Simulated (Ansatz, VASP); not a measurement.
**One calculation of AlN, two programs**

The input INCAR:

```
PREC     = Accurate       # precision mode
ENCUT    = 520            # plane-wave cutoff, eV
EDIFF    = 1E-6           # SCF threshold, eV
ISMEAR   = 0              # smearing method
SIGMA    = 0.05           # smearing width, eV
LREAL    = F              # projectors in reciprocal space
LASPH    = T              # aspherical terms in the spheres
NELM     = 100            # most SCF steps
ALGO     = Normal         # electronic algorithm
ISIF     = 2              # what is computed and relaxed
LWAVE    = F              # write WAVECAR
LCHARG   = F              # write CHGCAR
GGA      = CA             # functional
NBANDS   = 26             # bands
```

File KPOINTS:

```
regular mesh
0
Gamma
  8 6 4
```

Contents of POSCAR:

```
AlN
1.0
   -1.6378403119      2.8368226349      0.0000000000
    0.0000000000      0.0000000000      4.1006264518
    4.9135209358      2.8368226349      0.0000000000
Al N
4 4
Direct
    0.5050715719      0.7500000000      0.1178842196
    1.0000000000      0.7500000000      0.6666666667
    0.0000000000      0.2500000000      0.3333333333
    0.5000000000      0.2500000000      0.8333333333
    0.5000000000      0.2500000000      0.1666666667
    1.0000000000      0.2500000000      0.6666666667
    0.0000000000      0.7500000000      0.3333333333
    0.5000000000      0.7500000000      0.8333333333
```

Input for Ansatz:

```yaml
crystal:
  lattice:
    - [-1.6378403119, 2.8368226349, 0.0]
    - [0.0, 0.0, 4.1006264518]
    - [4.9135209358, 2.8368226349, 0.0]
  atoms:
    - { symbol: Al, position: [0.5050715719, 0.75, 0.1178842196] }
    - { symbol: Al, position: [1.0, 0.75, 0.6666666667] }
    - { symbol: Al, position: [0.0, 0.25, 0.3333333333] }
    - { symbol: Al, position: [0.5, 0.25, 0.8333333333] }
    - { symbol: "N", position: [0.5, 0.25, 0.1666666667] }
    - { symbol: "N", position: [1.0, 0.25, 0.6666666667] }
    - { symbol: "N", position: [0.0, 0.75, 0.3333333333] }
    - { symbol: "N", position: [0.5, 0.75, 0.8333333333] }
basis:
  ecutwfc: 420
kpoints:
  mp_grid: { grid: [8, 6, 4] }
hamiltonian:
  xc: lda
  pseudopotentials: { kind: paw, azcp: { folder: soft_1 } }
scf:
  occupations: { method: gaussian, width: 0.05 }
output:
  forces: true
  stress: true
  eigenvalues: true
  write_density: true
  write_potential: true
  elf: true
  volumetric_format: npy
```

Alike in both runs: task single point; functional LDA; k mesh 8 × 6 × 4; occupations gaussian, width 0.05 eV; no spin polarisation.

```csv
,VASP,Ansatz
version,VASP 6.6.1,Ansatz 0.2.0
potentials or method,"VASP PAW LDA potentials, release 64 (Al, N), cutoff 520 eV","scalar-relativistic, plane waves, PAW"
valence electrons in the cell,32,32
```

Ansatz gave:

```
gap on the k mesh at the Fermi level (eV)                     : 3.12
least direct gap on the mesh (eV)                             : 3.12
pressure (GPa)                                                : 4.7
traceless stress, the component that is largest in VASP (GPa) : 9.16
rms of the force components (eV/Å)                            : 2.430
```

Question: What did VASP give for the same quantities?

Answer: gap on the k mesh at the Fermi level (eV): 3.13; least direct gap on the mesh (eV): 3.13; pressure (GPa): 5.4; traceless stress, the component that is largest in VASP (GPa): 9.42; rms of the force components (eV/Å): 2.464.

Ansatz warns that its potentials were made for another functional, while VASP's fit it. LDA's correlation is that of Perdew and Zunger in VASP and of Perdew and Wang (1992) in Ansatz. Atom by atom the forces differ by 0.037 eV/Å (rms over components).
